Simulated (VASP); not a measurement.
A run of VASP 6.6.1:

The input POSCAR:

```
Al3Cu
1.0
    2.7321741500      0.0000000000      0.0000000000
    0.0000000000      2.7321741500      0.0000000000
    0.0000000000      0.0000000000      7.8196190074
Al Cu
3 1
Direct
    0.0000000000      0.0000000000      0.5000000000
    0.5000000000      0.5000000000      0.2226430005
    0.5000000000      0.5000000000      0.7773569995
    0.0000000000      0.0000000000      0.0000000000
```

INCAR.step1

```
PREC = Accurate
ENCUT = 520
ISMEAR = 0
SIGMA = 0.15
LREAL = F
LASPH = T
NELM = 80
NBANDS = 18
GGA = PE
ALGO = Normal
EDIFF = 1E-4
LWAVE = T
LCHARG = F
```

The input INCAR.step2:

```
PREC = Accurate
ENCUT = 520
EDIFF = 1E-6
ISMEAR = 0
SIGMA = 0.15
LREAL = F
LASPH = T
NELM = 80
ALGO = Normal
ISIF = 2
LWAVE = F
LCHARG = T
METAGGA = R2SCAN
LMIXTAU = T
LELF = T
LVHAR = T
NBANDS = 18
ISTART = 1
```

KPOINTS

```
regular mesh
0
Gamma
  18 18 6
```

Potentials or basis: VASP PAW PBE potentials, release 64 (Al, Cu).

Launch:

```bash
$ cat potpaw_PBE.64/Al/POTCAR potpaw_PBE.64/Cu/POTCAR > POTCAR
$ cp INCAR.step1 INCAR
$ mpirun -np 1 vasp_std > vasp.out
$ cp INCAR.step2 INCAR
$ mpirun -np 1 vasp_std > vasp.out
```

Hardware: 1 thread of Intel(R) Xeon(R) Platinum 8259CL CPU @ 2.50GHz (Skylake/Cascade Lake), with other jobs on the host.

Task: Estimate the wall time of this run.

Result: Wall time 11 min on 1 thread of Intel(R) Xeon(R) Platinum 8259CL CPU @ 2.50GHz (Skylake/Cascade Lake) (shared host), peak memory 0.33 GiB. Counts: k points 220.
